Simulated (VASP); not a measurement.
# Sn: single point with PBEsol

Sn:

```
Sn
1.0
    -2.89604    2.89604    1.59930
     2.89604   -2.89604    1.59930
     2.89604    2.89604   -1.59930
Sn
2
Direct
  0.75000 0.25000 0.50000
  0.00000 0.00000 0.00000
```

This cell differs from its parent crystal: strain -0.0150 x Voigt [1, 1, 0, 0, 0, 0].

```yaml
Program: VASP 6.6.1
Task: single point
Functional: PBEsol
Potentials_or_basis: VASP PAW PBE potentials, release 64 (Sn_d)
Cutoff: 520 eV
k_mesh: 16 × 16 × 16
Occupations: gaussian, width 0.15 eV
Spin: no spin polarisation
```

```yaml
Pressure: 0.1 GPa
Band_gap_on_the_k_mesh: zero (bands 14 and 15 overlap by 4.48 eV)
```

Stress tensor (GPa, compression positive):
```
 0.65  0.00  0.00
 0.00  0.65  0.00
 0.00  0.00 -0.98
```

Levels at points of the mesh, in eV from the Fermi level:
| k point | band 10 | band 11 | band 12 | band 13 | band 14 | band 15 | band 16 | band 17 | band 18 | band 19 |
| --- | --- | --- | --- | --- | --- | --- | --- | --- | --- | --- |
| (0.00, 0.00, 0.00) | -21.06 | -11.26 | -3.50 | -1.98 | -1.98 | 2.96 | 6.36 | 6.36 | 6.69 | 6.78 |
| (0.50, 0.00, 0.00) | -21.14 | -7.07 | -5.52 | -2.32 | -1.70 | -1.25 | 2.18 | 2.86 | 4.75 | 7.26 |
| (0.50, 0.50, 0.00) | -21.20 | -8.96 | -8.96 | 0.64 | 0.64 | 1.67 | 1.67 | 5.82 | 5.82 | 9.36 |
| (0.50, 0.50, 0.50) | -21.27 | -7.55 | -7.55 | -4.90 | -4.90 | 4.80 | 4.80 | 9.65 | 9.65 | 12.65 |

It took 8.2 min on 1 thread of Intel(R) Xeon(R) Platinum 8259CL CPU @ 2.50GHz (Skylake/Cascade Lake), on a shared host, peak memory 0.43 GiB.

Caveat: the cell differs from its parent crystal (strain -0.0150 x Voigt [1, 1, 0, 0, 0, 0]); the PAW data sets were made with another functional, which shifts forces and pressure a little; spin-orbit coupling is left out, which moves the levels of the heavy elements.
